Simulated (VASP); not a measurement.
Write the native input for VASP 6.6.1 that does the following.

```yaml
Task: single point
Functional: r2SCAN
Potentials_or_basis: VASP PAW PBE potentials, release 64 (O, Hg, Se)
Cutoff: 520 eV
k_mesh: 6 × 6 × 4
Occupations: fermi-dirac, width 0.02 eV
Spin: no spin polarisation
Dipole_correction: no
Further_INCAR_settings: ALGO = Normal; EDIFF = 1e-06; NBANDS = 26
```

Hg2SeO:

```
O Hg Se
1.0
     4.15551    0.00000    0.00000
     0.00000    4.15551    0.00000
     0.00000    0.00000    5.61897
O Hg Se
1 2 1
Direct
  0.00000 0.00000 0.00000
  0.00000 0.50000 0.80509
  0.50000 0.00000 0.19491
  0.50000 0.50000 0.50000
```

This cell differs from its parent crystal: volume changed by +6%.

The input as run:

POSCAR

```
Hg2SeO
1.0
    4.1555135771      0.0000000000      0.0000000000
    0.0000000000      4.1555135771      0.0000000000
    0.0000000000      0.0000000000      5.6189656473
O Hg Se
1 2 1
Direct
    0.0000000000      0.0000000000      0.0000000000
    0.0000000000      0.5000000000      0.8050886550
    0.5000000000      0.0000000000      0.1949113450
    0.5000000000      0.5000000000      0.5000000000
```

INCAR.step1

```
SYSTEM = Hg2SeO
  ALGO = Normal
  EDIFF = 1E-4
  ENCUT = 520
  GGA = PE
  ISMEAR = -1
  LASPH = .True.
  LCHARG = .False.
  LREAL = .False.
  LWAVE = .True.
  NBANDS = 26
  NELM = 80
  PREC = Accurate
  SIGMA = 0.02
```

INCAR.step2

```
SYSTEM = Hg2SeO
  ALGO = Normal
  EDIFF = 1E-6
  ENCUT = 520
  ISIF = 2
  ISMEAR = -1
  ISTART = 1
  LASPH = .True.
  LCHARG = .False.
  LMIXTAU = .True.
  LREAL = .False.
  LWAVE = .False.
  METAGGA = R2SCAN
  NBANDS = 26
  NELM = 80
  PREC = Accurate
  SIGMA = 0.02
```

KPOINTS

```
k-points
0
Gamma
  6 6 4
  0 0 0
```

Potentials or basis: VASP PAW PBE potentials, release 64 (O, Hg, Se).

Run with:

```sh
$ cat potpaw_PBE.64/O/POTCAR potpaw_PBE.64/Hg/POTCAR potpaw_PBE.64/Se/POTCAR > POTCAR
$ cp INCAR.step1 INCAR
$ mpirun -np 1 vasp_std > vasp.out
$ cp INCAR.step2 INCAR
$ mpirun -np 1 vasp_std > vasp.out
```

It gave:

```
Pressure               : -3.0 GPa
Largest force          : 0.084 eV/Å
Band gap on the k mesh : zero (filled and empty bands touch)
```

Caveat: the PAW data sets were made with another functional, which shifts forces and pressure a little; spin-orbit coupling is left out, which moves the levels of the heavy elements.

Wall time 95 s on 1 thread of Intel(R) Xeon(R) 6975P-C (Granite Rapids), with other jobs on the host, peak memory 0.25 GiB.
